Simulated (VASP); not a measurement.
# TiC (Fm-3m) in VASP: settings compared

The runs below take TiC through single point, with RPBE, revPBE+D3(BJ).

All numbers are computed with VASP 6.6.1; they aren't measurements. Logs are shortened: lines on timing, memory, paths and dates and some standing lists are left out, and cuts for length are marked.

### Step 1. The cell of the first run

It takes space group Fm-3m (No. 225, cubic). The conventional cell has a = 4.360 Å, b = 4.360 Å, c = 4.360 Å, α = 90.00°, β = 90.00°, γ = 90.00°. Ti (site symmetry m-3m) has 6 C at 2.18 Å within 2.9 Å. C (site symmetry m-3m) has 6 Ti at 2.18 Å within 2.9 Å.

### Step 2. Single point, RPBE

The input, INCAR:

```
SYSTEM = TiC
PREC = Accurate
ENCUT = 520
EDIFF = 1E-6
ISMEAR = -1
SIGMA = 0.05
LREAL = .FALSE.
LASPH = .TRUE.
NELM = 80
ALGO = Normal
ISIF = 2
LWAVE = .FALSE.
LCHARG = .FALSE.
GGA = RP
NBANDS = 15
```

The input, KPOINTS:

```
Automatic mesh
0
G
  11 11 11
  0 0 0
```

The input, POSCAR:

```
TiC
1.0
    0.0000000000      2.1797931813      2.1797931813
    2.1797931813      0.0000000000      2.1797931813
    2.1797931813      2.1797931813      0.0000000000
Ti C
1 1
Direct
    0.0000000000      0.0000000000      0.0000000000
    0.5000000000      0.5000000000      0.5000000000
```

Potentials or basis: VASP PAW PBE potentials, release 64 (Ti_sv, C).

On the command line:

```console
> cat potpaw_PBE.64/Ti_sv/POTCAR potpaw_PBE.64/C/POTCAR > POTCAR
> mpirun -np 1 vasp_std > vasp.out
```

OUTCAR:

```text
SYSTEM = TiC
   PREC = Accurate
   ENCUT = 520
   EDIFF = 1E-6
   ISMEAR = -1
   LREAL = .FALSE.
   LASPH = .TRUE.
   NELM = 80
   ISIF = 2
   GGA = RP

 ion  position               nearest neighbor table
   1  0.000  0.000  0.000-   2 2.18   2 2.18   2 2.18   2 2.18   2 2.18   2 2.18
   2  0.500  0.500  0.500-   1 2.18   1 2.18   1 2.18   1 2.18   1 2.18   1 2.18

  LATTYP: Found a face centered cubic cell.
 ALAT       =     4.3595863626

  Lattice vectors:

 A1 = (   0.0000000000,   2.1797931813,   2.1797931813)
 A2 = (   2.1797931813,   0.0000000000,   2.1797931813)
 A3 = (   2.1797931813,   2.1797931813,   0.0000000000)

Analysis of symmetry for initial positions (statically):
=====================================================================
 Subroutine PRICEL returns:
 Original cell was already a primitive cell.

 Routine SETGRP: Setting up the symmetry group for a
 face centered cubic supercell.

 Subroutine GETGRP returns: Found 48 space group operations
[... 9 lines left out ...]

 Routine SETGRP: Setting up the symmetry group for a
 face centered cubic supercell.

 Subroutine GETGRP returns: Found 48 space group operations
[... 11 lines left out ...]
                                     Primitive cell

  volume of cell :      20.7146

  direct lattice vectors                    reciprocal lattice vectors
     0.000000000  2.179793181  2.179793181    -0.229379560  0.229379560  0.229379560
     2.179793181  0.000000000  2.179793181     0.229379560 -0.229379560  0.229379560
     2.179793181  2.179793181  0.000000000     0.229379560  0.229379560 -0.229379560

  length of vectors
     3.082693080  3.082693080  3.082693080     0.397297051  0.397297051  0.397297051

  position of ions in fractional coordinates (direct lattice)
[... 8 lines left out ...]
----------------------------------------------------------------------------------------

 KPOINTS: Automatic mesh

Automatic generation of k-mesh.
 Grid dimensions read from file:
 generate k-points for:   11   11   11

 Generating k-lattice:

  Cartesian coordinates                     Fractional coordinates (reciprocal lattice)
    -0.020852687  0.020852687  0.020852687     0.090909091  0.000000000  0.000000000
     0.020852687 -0.020852687  0.020852687     0.000000000  0.090909091  0.000000000
     0.020852687  0.020852687 -0.020852687     0.000000000  0.000000000  0.090909091

  Length of vectors
     0.036117914  0.036117914  0.036117914

  Shift w.r.t. Gamma in fractional coordinates (k-lattice)
     0.000000000  0.000000000  0.000000000

 Subroutine IBZKPT returns following result:
 ===========================================

 Found     56 irreducible k-points:

 Following reciprocal coordinates:
            Coordinates               Weight
  0.000000  0.000000  0.000000      1.000000
  0.090909  0.000000  0.000000      8.000000
  0.181818  0.000000  0.000000      8.000000
  0.272727  0.000000  0.000000      8.000000
  0.363636  0.000000  0.000000      8.000000
  0.454545  0.000000  0.000000      8.000000
[... 16 lines left out ...]
 -0.272727  0.181818  0.000000     24.000000
 -0.181818  0.181818  0.000000     12.000000
 [... further k-points ...]
   k-points           NKPTS =     56   k-points in BZ     NKDIM =     56   number of bands    NBANDS=     15
   number of dos      NEDOS =    301   number of ions     NIONS =      2
   total plane-waves  NPLWV =  13824
   dimension x,y,z NGX =    24 NGY =   24 NGZ =   24
   dimension x,y,z NGXF=    48 NGYF=   48 NGZF=   48
   ions per type =               1   1
   NGX,Y,Z   is equivalent  to a cutoff of  12.94, 12.94, 12.94 a.u.
   NGXF,Y,Z  is equivalent  to a cutoff of  25.89, 25.89, 25.89 a.u.
 SYSTEM =  TiC
   PREC   = accura    normal or accurate (medium, high low for compatibility)
   ISTART =      0    job   : 0-new  1-cont  2-samecut
   ICHARG =      2    charge: 1-file 2-atom 10-const
   ISPIN  =      1    spin polarized calculation?
   LNONCOLLINEAR =      F non collinear calculations
   LSORBIT =      F    spin-orbit coupling
   LASPH  =      T    aspherical Exc in radial PAW
   ENCUT  =  520.0 eV  38.22 Ry    6.18 a.u.   5.73  5.73  5.73*2*pi/ulx,y,z
   NELM   =     80;   NELMIN=  2; NELMDL= -5     # of ELM steps
   EDIFF  = 0.1E-05   stopping-criterion for ELM
   LREAL  =      F    real-space projection
   EDIFFG = 0.1E-04   stopping-criterion for IOM
   NSW    =      0    number of steps for IOM
   IBRION =     -1    ionic relax: 0-MD 1-quasi-New 2-CG
   NFREE  =      0    steps in history (QN), initial steepest desc. (CG)
   ISIF   =      2    stress and relaxation
   ISYM   =      2    0-nonsym 1-usesym 2-fastsym
   POTIM  = 0.5000    time-step for ionic-motion
   TEBEG  =    0.0;   TEEND  =   0.0 temperature during run
   PSTRESS=    0.0 pullay stress
   NELECT =      16.0000    total number of electrons
   NUPDOWN=      -1.0000    fix difference up-down
   EMIN   =  10.00;   EMAX   =-10.00  energy-range for DOS
   EFERMI =   0.00;   METHOD = LEGACY
   ISMEAR =    -1;   SIGMA  =   0.05  broadening in eV -4-tet -1-fermi 0-gaus
   EFERMI_NEDOS =   21; number of points for ismear=-14 and -15
   IALGO  =     38    algorithm
   IMIX   =      4    mixing-type and parameters
     AMIX     =   0.40;   BMIX     =  1.00
     AMIX_MAG =   1.60;   BMIX_MAG =  1.00
  volume/ion in A,a.u.               =      10.36        69.89
  Fermi-wavevector in a.u.,A,eV,Ry     =   1.502068  2.838497 30.697569  2.256208
  Thomas-Fermi vector in A             =   2.613357
   LORBIT       =      0    0 simple, 1 ext, 2 COOP (PROOUT), +10 PAW based schemes
   GGA     = RP    functional components
   LHFCALC =     F    Hartree Fock is set to
   AEXX    =    0.0000 exact exchange contribution
   IVDW    =     0    specifies the selected vdW correction
   LEPSILON=     F    determine dielectric tensor
   LRPA    =     F    only Hartree local field effects (RPA)
 non-spin polarized calculation
  energy-cutoff  :      520.00
  volume of cell :       20.71
 maximum number of plane-waves:       568
   NGX = 11   NGY = 11   NGZ = 11

 number of electron      15.9999997 magnetization

 Free energy of the ion-electron system (eV)
  ---------------------------------------------------
  ext. energy  EPLUGINS =         0.00000000
  ---------------------------------------------------
  free energy    TOTEN  =       -17.80603656 eV

  energy without entropy =      -17.80366440  energy(sigma->0) =      -17.80485048

 E-fermi :   9.3672     XC(G=0): -12.5012

 val. band max:        9.2342856380   @ k =   0.1818   0.1818   0.0000
 cond. band min:       9.4601714948   @ k =   0.0909   0.0000   0.0000
 fundamental gap:      0.2258858568
 Fermi energy:         9.3672307058

 k-point     1 :       0.0000    0.0000    0.0000
  band No.  band energies     occupation
      1     -47.4898      2.00000
      2     -23.4536      2.00000
      3     -23.4536      2.00000
      4     -23.4536      2.00000
      5      -3.0693      2.00000
      6      10.0056      0.00001
      7      10.0056      0.00001
      8      10.0056      0.00001
      9      10.9553      0.00000
     10      10.9553      0.00000
     11      10.9553      0.00000
     12      10.9661      0.00000
     13      10.9661      0.00000
     14      19.4836      0.00000
     15      23.2392      0.00000

 k-point     2 :       0.0909    0.0000    0.0000
  band No.  band energies     occupation
      1     -47.4846      2.00000
      2     -23.4911      2.00000
      3     -23.4571      2.00000
      4     -23.4571      2.00000
      5      -2.8881      2.00000
      6       9.1967      1.93611
      7       9.4602      0.26968
      8       9.4602      0.26967
      9      10.3135      0.00000
     10      10.3135      0.00000
     11      11.3394      0.00000
     12      12.4159      0.00000
     13      12.4159      0.00000
     14      19.8155      0.00000
     15      23.2711      0.00000

 k-point     3 :       0.1818    0.0000    0.0000
  band No.  band energies     occupation
      1     -47.4707      2.00000
      2     -23.5906      2.00000
      3     -23.4667      2.00000
      4     -23.4667      2.00000
      5      -2.3680      2.00000
      6       7.7658      2.00000
      7       8.3442      2.00000
      8       8.3442      2.00000
      9      10.6501      0.00000
     10      10.6501      0.00000
     11      11.7584      0.00000
     12      13.9309      0.00000
     13      13.9309      0.00000
     14      20.3688      0.00000
     15      23.1934      0.00000

 k-point     4 :       0.2727    0.0000    0.0000
  band No.  band energies     occupation
      1     -47.4524      2.00000
      2     -23.7186      2.00000
      3     -23.4792      2.00000
      4     -23.4792      2.00000
      5      -1.5773      2.00000
      6       6.2138      2.00000
      7       7.4425      2.00000
      8       7.4425      2.00000
      9      11.1824      0.00000
     10      11.1824      0.00000
     11      12.1825      0.00000
     12      15.3487      0.00000
     13      15.3487      0.00000
     14      19.9160      0.00000
     15      23.7016      0.00000
[... 307 lines left out ...]
 k-point    22 :      -0.3636    0.1818    0.0000
  band No.  band energies     occupation
      1     -47.4194      2.00000
      2     -23.8390      2.00000
      3     -23.5980      2.00000
      4     -23.5086      2.00000
      5      -0.0671      2.00000
      6       4.4142      2.00000
      7       6.4934      2.00000
      8       6.6971      2.00000
      9      11.8038      0.00000
     10      12.1306      0.00000
     11      13.0290      0.00000
     12      15.1857      0.00000
     13      16.9451      0.00000
     14      19.5176      0.00000
     15      23.1489      0.00000

 k-point    23 :      -0.2727    0.1818    0.0000
  band No.  band energies     occupation
      1     -47.4306      2.00000
      2     -23.7783      2.00000
      3     -23.5880      2.00000
      4     -23.4888      2.00000
      5      -0.6712      2.00000
      6       5.1316      2.00000
      7       6.8184      2.00000
      8       6.8632      2.00000
      9      11.2862      0.00000
     10      12.1887      0.00000
     11      12.9911      0.00000
     12      14.2864      0.00000
     13      17.0338      0.00000
     14      20.1943      0.00000
     15      22.7256      0.00000

 k-point    24 :      -0.1818    0.1818    0.0000
  band No.  band energies     occupation
      1     -47.4462      2.00000
      2     -23.7037      2.00000
      3     -23.5522      2.00000
      4     -23.4721      2.00000
      5      -1.3936      2.00000
      6       6.0943      2.00000
      7       7.1783      2.00000
      8       7.4111      2.00000
      9      10.8340      0.00000
     10      11.8894      0.00000
     11      12.8083      0.00000
     12      13.5372      0.00000
     13      16.3939      0.00000
     14      20.8717      0.00000
     15      22.5999      0.00000

 [... further k-points ...]
[... 5 lines left out ...]
  --------------------------------------------------------------------------------------
  -------------------------------------------------------------------------------------
  Total        0.0302336      0.0302336      0.0302336      0.0000000      0.0000000     -0.0000000
  in kB        2.3384334      2.3384334      2.3384334      0.0000000      0.0000000     -0.0000000
  external PRESSURE =       2.3384334 kB  Pullay stress =       0.0000000 kB

 VOLUME and BASIS-vectors are now :
 -----------------------------------------------------------------------------
  energy-cutoff  :      520.00
  volume of cell :       20.71
      direct lattice vectors                 reciprocal lattice vectors
     0.000000000  2.179793181  2.179793181    -0.229379560  0.229379560  0.229379560
     2.179793181  0.000000000  2.179793181     0.229379560 -0.229379560  0.229379560
     2.179793181  2.179793181  0.000000000     0.229379560  0.229379560 -0.229379560

 POSITION                                       TOTAL-FORCE (eV/Angst)
 -----------------------------------------------------------------------------------
      0.00000      0.00000      0.00000         0.000000     -0.000000     -0.000000
      2.17979      2.17979      2.17979        -0.000000      0.000000      0.000000
 -----------------------------------------------------------------------------------
    total drift:                                0.000000     -0.000000     -0.000000

  FREE ENERGIE OF THE ION-ELECTRON SYSTEM (eV)
  ---------------------------------------------------
  free  energy   TOTEN  =       -17.8060365565 eV

  energy  without entropy=      -17.8036644016  energy(sigma->0) =      -17.80485048
```

It took 12 s on 1 thread of Intel Xeon Platinum 8259CL at 2.50GHz (Skylake/Cascade Lake), shared host; peak memory 0.15 GiB.

Results:

* Free energy: -17.8060 eV
* Pressure: 0.2 GPa
* Band gap on the k mesh: zero (band 8 reaches 10.01 eV, above the bottom of band 9 at 8.90 eV)

Caveat: the PAW data sets were made with another functional, which shifts forces and pressure a little.

### Step 3. Single point, revPBE+D3(BJ)

This run uses another cell than the first one, of 10.16 Å³/atom, 0.981 times its volume.

The input, INCAR:

```
SYSTEM = TiC
PREC = Accurate
ENCUT = 520
EDIFF = 1E-7
ISMEAR = -1
SIGMA = 0.05
LREAL = .FALSE.
LASPH = .TRUE.
NELM = 100
ALGO = Normal
ISIF = 2
LWAVE = .FALSE.
LCHARG = .TRUE.
GGA = RE
IVDW = 12
LELF = .TRUE.
LVHAR = .TRUE.
NBANDS = 15
```

The input, KPOINTS:

```
regular mesh
0
G
  11 11 11
  0 0 0
```

The input, POSCAR:

```
TiC
1.0
    0.0000000000      2.1657188437      2.1657188437
    2.1657188437      0.0000000000      2.1657188437
    2.1657188437      2.1657188437      0.0000000000
Ti C
1 1
Direct
    0.0000000000      0.0000000000      0.0000000000
    0.5000000000      0.5000000000      0.5000000000
```

Potentials or basis: VASP PAW PBE potentials, release 64 (Ti_sv, C).

On the command line:

```console
> cat potpaw_PBE.64/Ti_sv/POTCAR potpaw_PBE.64/C/POTCAR > POTCAR
> mpirun -np 1 vasp_std > vasp.out
```

Run time: 12 s. Hardware: 1 thread of Intel Xeon Platinum 8259CL at 2.50GHz (Skylake/Cascade Lake), shared host; peak memory 0.16 GiB.

It converged, with:

```
Free energy                : -19.6702 eV
Pressure                   : -10.3 GPa
Band gap on the k mesh     : zero (band 8 reaches 10.20 eV, above the bottom of band 9 at 9.09 eV)
Dispersion energy per atom : -0.852 eV
```

Levels at points of the mesh, in eV from the Fermi level:
| k point | band 5 | band 6 | band 7 | band 8 | band 9 | band 10 | band 11 | band 12 |
| --- | --- | --- | --- | --- | --- | --- | --- | --- |
| (0.00, 0.00, 0.00) | -12.51 | 0.64 | 0.64 | 0.64 | 1.61 | 1.61 | 1.61 | 1.64 |

Caveat: the PAW data sets were made with another functional, which shifts forces and pressure a little; pairwise dispersion overbinds metals, which lowers pressure and volume.

### Step 4. Single point, revPBE+D3(BJ)

The input, INCAR:

```
SYSTEM = TiC
  PREC = Accurate
  ENCUT = 520
  EDIFF = 1E-7
  ISMEAR = -1
  SIGMA = 0.05
  LREAL = .FALSE.
  LASPH = .TRUE.
  NELM = 100
  ALGO = Normal
  ISIF = 2
  LWAVE = .FALSE.
  LCHARG = .FALSE.
  GGA = RE
  IVDW = 12
  NBANDS = 15
```

KPOINTS is that of step 3.

The input, POSCAR:

```
TiC
1.0
    0.0000000000      2.1800617706      2.1800617706
    2.1800617706      0.0000000000      2.1800617706
    2.1800617706      2.1800617706      0.0000000000
Ti C
1 1
Direct
    0.0000000000      0.0000000000      0.0000000000
    0.5000000000      0.5000000000      0.5000000000
```

On the command line:

```console
> cat potpaw_PBE.64/Ti_sv/POTCAR potpaw_PBE.64/C/POTCAR > POTCAR
> mpirun -np 1 vasp_std > vasp.out
```

It took 12 s on 1 thread of Intel Xeon Platinum 8259CL at 2.50GHz (Skylake/Cascade Lake), shared host; peak memory 0.16 GiB.

The run converged. Its results:

```yaml
Free_energy: -19.6386 eV
Pressure: -14.6 GPa
Band_gap_on_the_k_mesh: zero (band 8 reaches 9.97 eV, above the bottom of band 9 at 8.86 eV)
Dispersion_energy_per_atom: -0.835 eV
```

Levels at points of the mesh, in eV from the Fermi level:
```
           k point  band 6  band 7  band 8  band 9  band 10  band 11
(0.00, 0.00, 0.00)    0.63    0.63    0.63    1.59     1.59     1.59
```

Caveat: the PAW data sets were made with another functional, which shifts forces and pressure a little; pairwise dispersion overbinds metals, which lowers pressure and volume.

### Step 5. Overview

| level | cell | gap on the mesh (eV) | pressure (GPa) |
| --- | --- | --- | --- |
| RPBE | a = 3.083 Å, angles 60.0°, 2 atoms | none | 0.2 |
| revPBE+D3(BJ) | a = 3.063 Å, angles 60.0°, 2 atoms | none | -10.3 |
| revPBE+D3(BJ) | a = 3.083 Å, angles 60.0°, 2 atoms | none | -14.6 |

Alike in all rows: task single point; potentials or basis VASP PAW PBE potentials, release 64 (Ti_sv, C); no spin polarisation; k mesh 11 × 11 × 11; cutoff (eV) 520; smearing fermi-dirac 0.05 eV.

Caveats: the PAW data sets were made with another functional, which shifts forces and pressure a little; pairwise dispersion overbinds metals, which lowers pressure and volume (some runs).

Absolute energies hang on the potentials; compare differences alone.
